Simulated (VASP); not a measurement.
Here is a VASP 6.6.1 calculation.

INCAR

```
SYSTEM = Ti4HBr
  ALGO = Normal
  EDIFF = 1E-6
  ENCUT = 520
  GGA = PE
  ISIF = 2
  ISMEAR = 0
  ISPIN = 2
  LASPH = .TRUE.
  LCHARG = .FALSE.
  LMAXMIX = 4
  LORBIT = 11
  LREAL = .FALSE.
  LWAVE = .FALSE.
  MAGMOM = 1 1 1 1 0 0
  NBANDS = 41
  NELM = 150
  PREC = Accurate
  SIGMA = 0.1
```

The input KPOINTS:

```
k-points
0
G
  4 4 4
  0 0 0
```

Contents of POSCAR:

```
Ti4HBr
1.0
    0.0000000000      3.8027262558      3.8027262558
    3.8027262558      0.0000000000      3.8027262558
    3.8027262558      3.8027262558      0.0000000000
Ti H Br
4 1 1
Direct
    0.8779919807      0.3660240579      0.8779919807
    0.8779919807      0.8779919807      0.3660240579
    0.8779919807      0.8779919807      0.8779919807
    0.3660240579      0.8779919807      0.8779919807
    0.2500000000      0.2500000000      0.2500000000
    0.5000000000      0.5000000000      0.5000000000
```

Potentials or basis: VASP PAW PBE potentials, release 64 (Ti_sv, H, Br).

The run is started by

```bash
$ cat potpaw_PBE.64/Ti_sv/POTCAR potpaw_PBE.64/H/POTCAR potpaw_PBE.64/Br/POTCAR > POTCAR
$ mpirun -np 1 vasp_std > vasp.out
```

Question: Estimate the net moment.

Answer: 3.02 μB per cell.

Question: Estimate the pressure.

Answer: 0.7 GPa.

Question: Predict the site moments.

Answer: Ti +0.54; H -0.03; Br +0.02 μB.

Forces on the atoms (eV/Å):
```
Ti  -0.042  0.042 -0.042
Ti  -0.042 -0.042  0.042
Ti   0.042  0.042  0.042
Ti   0.042 -0.042 -0.042
H    0.000  0.000  0.000
Br   0.000  0.000  0.000
```
